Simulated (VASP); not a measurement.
# Cu (P6_3/mmc) in VASP: further runs

Cu is run at these levels: PBEsol+D3(BJ), PBEsol+D4; tasks: single point, relaxation of cell and atoms.

Program: VASP 6.6.1. These are calculated values, not measurements. Logs are shortened: lines on timing, memory, paths and dates and some standing lists are left out, and cuts for length are marked.

### Step 1. The cell of the first run

Symmetry: P6_3/mmc, No. 194, hexagonal system. Conventional cell: a = 2.534 Å, b = 2.534 Å, c = 4.113 Å, α = 90.00°, β = 90.00°, γ = 120.00°. Within 3.3 Å of Cu (site symmetry -6m2) lie 12 Cu at 2.52 to 2.53 Å.

### Step 2. Single point, PBEsol+D3(BJ)

Contents of INCAR:

```
SYSTEM = Cu
PREC = Accurate
ENCUT = 520
EDIFF = 1E-6
ISMEAR = -1
SIGMA = 0.05
LREAL = .False.
LASPH = .True.
NELM = 100
ALGO = Normal
ISIF = 2
LWAVE = .False.
LCHARG = .True.
GGA = PS
IVDW = 12
LELF = .True.
LVHAR = .True.
NBANDS = 18
```

Contents of KPOINTS:

```
regular mesh
0
Gamma
  12 12 7
  0 0 0
```

Contents of POSCAR:

```
Cu
1.0
    2.5340966698      0.0000000000      0.0000000000
   -1.2670483349      2.1945920917      0.0000000000
    0.0000000000      0.0000000000      4.1125710000
Cu
2
Direct
    0.6666666667      0.3333333333      0.7500000000
    0.3333333333      0.6666666667      0.2500000000
```

Potentials or basis: VASP PAW PBE potentials, release 64 (Cu).

Command:

```bash
> cat potpaw_PBE.64/Cu/POTCAR > POTCAR
> mpirun -np 1 vasp_std > vasp.out
```

OUTCAR:

```text
SYSTEM = Cu
   PREC = Accurate
   ENCUT = 520
   EDIFF = 1E-6
   ISMEAR = -1
   LREAL = .False.
   LASPH = .True.
   NELM = 100
   ISIF = 2
   GGA = PS
   IVDW = 12
 IVDW          = 12

 ion  position               nearest neighbor table
   1  0.667  0.333  0.750-   2 2.52   2 2.52   2 2.52   2 2.52   2 2.52   2 2.52
   2  0.333  0.667  0.250-   1 2.52   1 2.52   1 2.52   1 2.52   1 2.52   1 2.52

  LATTYP: Found a hexagonal cell.
 ALAT       =     2.5340966698
 C/A-ratio  =     1.6228942838

  Lattice vectors:

 A1 = (   2.5340966698,   0.0000000000,   0.0000000000)
 A2 = (  -1.2670483349,   2.1945920917,   0.0000000000)
 A3 = (   0.0000000000,   0.0000000000,   4.1125710000)

Analysis of symmetry for initial positions (statically):
=====================================================================
 Subroutine PRICEL returns:
 Original cell was already a primitive cell.

 Routine SETGRP: Setting up the symmetry group for a
 hexagonal supercell.

 Subroutine GETGRP returns: Found 24 space group operations
 (whereof 12 operations were pure point group operations)
 out of a pool of 24 trial point group operations.

The static configuration has the point symmetry D_3d.
 The point group associated with its full space group is D_6h.

Analysis of symmetry for dynamics (positions and initial velocities):
=====================================================================
 Subroutine PRICEL returns:
 Original cell was already a primitive cell.

 Routine SETGRP: Setting up the symmetry group for a
 hexagonal supercell.

 Subroutine GETGRP returns: Found 24 space group operations
 (whereof 12 operations were pure point group operations)
 out of a pool of 24 trial point group operations.

The dynamic configuration has the point symmetry D_3d.
 The point group associated with its full space group is D_6h.

 Subroutine INISYM returns: Found 24 space group operations
 (whereof 12 operations are pure point group operations),
 and found     1 'primitive' translations

----------------------------------------------------------------------------------------

                                     Primitive cell

  volume of cell :      22.8713

  direct lattice vectors                    reciprocal lattice vectors
     2.534096670  0.000000000  0.000000000     0.394617937  0.227832772  0.000000000
    -1.267048335  2.194592092  0.000000000     0.000000000  0.455665544  0.000000000
     0.000000000  0.000000000  4.112571000     0.000000000  0.000000000  0.243156896

  length of vectors
     2.534096670  2.534096670  4.112571000     0.455665544  0.455665544  0.243156896

  position of ions in fractional coordinates (direct lattice)
     0.666666667  0.333333333  0.750000000
     0.333333333  0.666666667  0.250000000

  ion indices of the primitive-cell ions
   primitive index   ion index
                 1           1
                 2           2

----------------------------------------------------------------------------------------

 KPOINTS: regular mesh

Automatic generation of k-mesh.
 Grid dimensions read from file:
 generate k-points for:   12   12    7

 Generating k-lattice:

  Cartesian coordinates                     Fractional coordinates (reciprocal lattice)
     0.032884828  0.018986064  0.000000000     0.083333333 -0.000000000  0.000000000
     0.000000000  0.037972129  0.000000000     0.000000000  0.083333333  0.000000000
     0.000000000  0.000000000  0.034736699     0.000000000  0.000000000  0.142857143

  Length of vectors
     0.037972129  0.037972129  0.034736699

  Shift w.r.t. Gamma in fractional coordinates (k-lattice)
     0.000000000  0.000000000  0.000000000

 Subroutine IBZKPT returns following result:
 ===========================================

 Found     76 irreducible k-points:

 Following reciprocal coordinates:
            Coordinates               Weight
  0.000000  0.000000  0.000000      1.000000
  0.083333  0.000000  0.000000      6.000000
  0.166667  0.000000  0.000000      6.000000
  0.250000 -0.000000  0.000000      6.000000
  0.333333 -0.000000  0.000000      6.000000
  0.416667 -0.000000  0.000000      6.000000
[... 16 lines left out ...]
  0.250000 -0.000000  0.142857     12.000000
  0.333333 -0.000000  0.142857     12.000000
 [... further k-points ...]
   k-points           NKPTS =     76   k-points in BZ     NKDIM =     76   number of bands    NBANDS=     18
   number of dos      NEDOS =    301   number of ions     NIONS =      2
   total plane-waves  NPLWV =  12800
   dimension x,y,z NGX =    20 NGY =   20 NGZ =   32
   dimension x,y,z NGXF=    40 NGYF=   40 NGZF=   64
   ions per type =               2
   NGX,Y,Z   is equivalent  to a cutoff of  13.12, 13.12, 12.94 a.u.
   NGXF,Y,Z  is equivalent  to a cutoff of  26.24, 26.24, 25.87 a.u.
 SYSTEM =  Cu
   PREC   = accura    normal or accurate (medium, high low for compatibility)
   ISTART =      0    job   : 0-new  1-cont  2-samecut
   ICHARG =      2    charge: 1-file 2-atom 10-const
   ISPIN  =      1    spin polarized calculation?
   LNONCOLLINEAR =      F non collinear calculations
   LSORBIT =      F    spin-orbit coupling
   LASPH  =      T    aspherical Exc in radial PAW
   ENCUT  =  520.0 eV  38.22 Ry    6.18 a.u.   4.71  4.71  7.65*2*pi/ulx,y,z
   NELM   =    100;   NELMIN=  2; NELMDL= -5     # of ELM steps
   EDIFF  = 0.1E-05   stopping-criterion for ELM
   LREAL  =      F    real-space projection
   EDIFFG = 0.1E-04   stopping-criterion for IOM
   NSW    =      0    number of steps for IOM
   IBRION =     -1    ionic relax: 0-MD 1-quasi-New 2-CG
   NFREE  =      0    steps in history (QN), initial steepest desc. (CG)
   ISIF   =      2    stress and relaxation
   ISYM   =      2    0-nonsym 1-usesym 2-fastsym
   POTIM  = 0.5000    time-step for ionic-motion
   TEBEG  =    0.0;   TEEND  =   0.0 temperature during run
   PSTRESS=    0.0 pullay stress
   NELECT =      22.0000    total number of electrons
   NUPDOWN=      -1.0000    fix difference up-down
   EMIN   =  10.00;   EMAX   =-10.00  energy-range for DOS
   EFERMI =   0.00;   METHOD = LEGACY
   ISMEAR =    -1;   SIGMA  =   0.05  broadening in eV -4-tet -1-fermi 0-gaus
   EFERMI_NEDOS =   21; number of points for ismear=-14 and -15
   IALGO  =     38    algorithm
   IMIX   =      4    mixing-type and parameters
     AMIX     =   0.40;   BMIX     =  1.00
     AMIX_MAG =   1.60;   BMIX_MAG =  1.00
  volume/ion in A,a.u.               =      11.44        77.17
  Fermi-wavevector in a.u.,A,eV,Ry     =   1.616041  3.053874 35.532800  2.611587
  Thomas-Fermi vector in A             =   2.710691
   LORBIT       =      0    0 simple, 1 ext, 2 COOP (PROOUT), +10 PAW based schemes
   GGA     = PS    functional components
   LHFCALC =     F    Hartree Fock is set to
   AEXX    =    0.0000 exact exchange contribution
   IVDW    =    12    specifies the selected vdW correction
   LEPSILON=     F    determine dielectric tensor
   LRPA    =     F    only Hartree local field effects (RPA)
 non-spin polarized calculation
  energy-cutoff  :      520.00
  volume of cell :       22.87
 maximum number of plane-waves:       634
 NGX is ok and might be reduce to    20
   NGX =  9   NGY =  9   NGZ = 15

 number of electron      21.9999979 magnetization

 Free energy of the ion-electron system (eV)
  ---------------------------------------------------
  ext. energy  EPLUGINS =         0.00000000
  ---------------------------------------------------
  free energy    TOTEN  =        -8.58709932 eV

  energy without entropy =       -8.57919519  energy(sigma->0) =       -8.58314726

 E-fermi :   7.7522     XC(G=0): -13.0965

 val. band max:        7.7402335957   @ k =   0.0833   0.0833   0.1429
 cond. band min:       7.7782101816   @ k =   0.2500   0.2500   0.2857
 fundamental gap:      0.0379765859
 Fermi energy:         7.7521520238

 k-point     1 :       0.0000    0.0000    0.0000
  band No.  band energies     occupation
      1      -1.8329      2.00000
      2       2.5403      2.00000
      3       4.6985      2.00000
      4       4.7443      2.00000
      5       4.7443      2.00000
      6       4.9689      2.00000
[... 10 lines left out ...]
     17      31.5257      0.00000
     18      31.5260      0.00000

 k-point     2 :       0.0833    0.0000    0.0000
  band No.  band energies     occupation
      1      -1.6042      2.00000
      2       2.6713      2.00000
      3       4.5598      2.00000
      4       4.8292      2.00000
      5       4.8568      2.00000
      6       4.9327      2.00000
[... 10 lines left out ...]
     17      32.5193      0.00000
     18      32.6583      0.00000

 k-point     3 :       0.1667    0.0000    0.0000
  band No.  band energies     occupation
      1      -0.9343      2.00000
      2       3.0027      2.00000
      3       4.3591      2.00000
      4       4.5365      2.00000
      5       4.7968      2.00000
      6       5.0652      2.00000
[... 10 lines left out ...]
     17      29.7967      0.00000
     18      31.6477      0.00000

 k-point     4 :       0.2500   -0.0000    0.0000
  band No.  band energies     occupation
      1       0.1159      2.00000
      2       3.3072      2.00000
      3       3.9854      2.00000
      4       4.2164      2.00000
      5       4.7119      2.00000
      6       4.9107      2.00000
[... 10 lines left out ...]
     17      26.4074      0.00000
     18      28.7733      0.00000

 k-point     5 :       0.3333   -0.0000    0.0000
  band No.  band energies     occupation
      1       1.3770      2.00000
      2       3.3128      2.00000
      3       3.6017      2.00000
      4       4.2477      2.00000
      5       4.7705      2.00000
      6       4.7954      2.00000
[... 10 lines left out ...]
     17      23.6132      0.00000
     18      27.5950      0.00000

 k-point     6 :       0.4167   -0.0000    0.0000
  band No.  band energies     occupation
      1       2.4199      2.00000
      2       3.1696      2.00000
      3       3.3795      2.00000
      4       4.4487      2.00000
      5       4.6741      2.00000
      6       4.8079      2.00000
[... 10 lines left out ...]
     17      21.3255      0.00000
     18      27.2009      0.00000

 k-point     7 :       0.5000   -0.0000    0.0000
  band No.  band energies     occupation
      1       2.8008      2.00000
      2       3.0651      2.00000
      3       3.3070      2.00000
      4       4.6352      2.00000
      5       4.6399      2.00000
      6       4.7721      2.00000
[... 10 lines left out ...]
     17      20.9893      0.00000
     18      27.0910      0.00000

 k-point     8 :       0.0833    0.0833    0.0000
  band No.  band energies     occupation
      1      -1.1546      2.00000
      2       2.9063      2.00000
      3       4.4042      2.00000
      4       4.7256      2.00000
      5       4.8519      2.00000
      6       4.9692      2.00000
[... 10 lines left out ...]
     17      31.6342      0.00000
     18      31.7311      0.00000
[... 229 lines left out ...]
     17      21.0503      0.00000
     18      21.0503      0.00000

 k-point    20 :       0.0000    0.0000    0.1429
  band No.  band energies     occupation
      1      -1.6410      2.00000
      2       2.4248      2.00000
      3       4.6598      2.00000
      4       4.7074      2.00000
      5       4.7074      2.00000
      6       4.9297      2.00000
[... 10 lines left out ...]
     17      30.0398      0.00000
     18      31.6265      0.00000

 k-point    21 :       0.0833    0.0000    0.1429
  band No.  band energies     occupation
      1      -1.4143      2.00000
      2       2.5686      2.00000
      3       4.5579      2.00000
      4       4.7595      2.00000
      5       4.7824      2.00000
      6       4.8213      2.00000
[... 10 lines left out ...]
     17      30.1122      0.00000
     18      31.8052      0.00000

 k-point    22 :       0.1667    0.0000    0.1429
  band No.  band energies     occupation
      1      -0.7513      2.00000
      2       2.9388      2.00000
      3       4.3552      2.00000
      4       4.3793      2.00000
      5       4.7435      2.00000
      6       4.9458      2.00000
[... 10 lines left out ...]
     17      28.8661      0.00000
     18      30.6384      0.00000

 k-point    23 :       0.2500   -0.0000    0.1429
  band No.  band energies     occupation
      1       0.2813      2.00000
      2       3.2958      2.00000
      3       3.8854      2.00000
      4       4.2463      2.00000
      5       4.6321      2.00000
      6       4.9302      2.00000
[... 10 lines left out ...]
     17      27.4328      0.00000
     18      29.5724      0.00000

 k-point    24 :       0.3333   -0.0000    0.1429
  band No.  band energies     occupation
      1       1.4946      2.00000
      2       3.3117      2.00000
      3       3.5940      2.00000
      4       4.1937      2.00000
      5       4.7411      2.00000
      6       4.8204      2.00000
[... 10 lines left out ...]
     17      25.4887      0.00000
     18      27.7808      0.00000

 [... further k-points ...]

------------------------ aborting loop because EDIFF is reached ----------------------------------------

 Edisp (eV)   -1.08288

 E8    (eV) :    -0.7066

  FORCE on cell =-STRESS in cart. coord.  units (eV):
  Direction    XX          YY          ZZ          XY          YZ          ZX
  --------------------------------------------------------------------------------------
  -------------------------------------------------------------------------------------
  Total      -1.21051    -1.21051    -1.16148    -0.00000    -0.00000    -0.00000
  in kB     -84.79891   -84.79891   -81.36363    -0.00000    -0.00000    -0.00000
  external pressure =      -83.65 kB  Pullay stress =        0.00 kB

 VOLUME and BASIS-vectors are now :
 -----------------------------------------------------------------------------
  energy-cutoff  :      520.00
  volume of cell :       22.87
      direct lattice vectors                 reciprocal lattice vectors
     2.534096670  0.000000000  0.000000000     0.394617937  0.227832772  0.000000000
    -1.267048335  2.194592092  0.000000000     0.000000000  0.455665544  0.000000000
     0.000000000  0.000000000  4.112571000     0.000000000  0.000000000  0.243156896

 POSITION                                       TOTAL-FORCE (eV/Angst)
 -----------------------------------------------------------------------------------
      1.26705      0.73153      3.08443         0.000000     -0.000000      0.000000
     -0.00000      1.46306      1.02814        -0.000000      0.000000      0.000000
 -----------------------------------------------------------------------------------
    total drift:                               -0.000000      0.000000     -0.000000

  FREE ENERGIE OF THE ION-ELECTRON SYSTEM (eV)
  ---------------------------------------------------
  free  energy   TOTEN  =        -9.6699807330 eV

  energy  without entropy=       -9.6620766028  energy(sigma->0) =       -9.66602867
```

It took 21 s on 1 thread of Intel Xeon Platinum 8488C (Sapphire Rapids), shared host; peak memory 0.16 GiB.

Results:

* Free energy: -9.6700 eV
* Pressure: -8.4 GPa
* Band gap on the k mesh: zero (band 11 reaches 11.82 eV, above the bottom of band 12 at 5.89 eV)
* Dispersion energy per atom: -0.541 eV

Levels at points of the mesh, in eV from the Fermi level:
| k point | band 9 | band 10 | band 11 | band 12 | band 13 | band 14 |
| --- | --- | --- | --- | --- | --- | --- |
| (0.00, 0.00, 0.00) | -2.51 | -1.70 | -1.70 | -1.02 | 4.04 | 21.57 |
| (0.50, 0.00, 0.00) | -1.55 | -1.51 | 0.03 | 1.64 | 7.95 | 8.38 |

Caveat: three body term missing; the PAW data sets were made with another functional, which shifts forces and pressure a little; pairwise dispersion overbinds metals, which lowers pressure and volume.

(Part 1 of 2 ends here.)
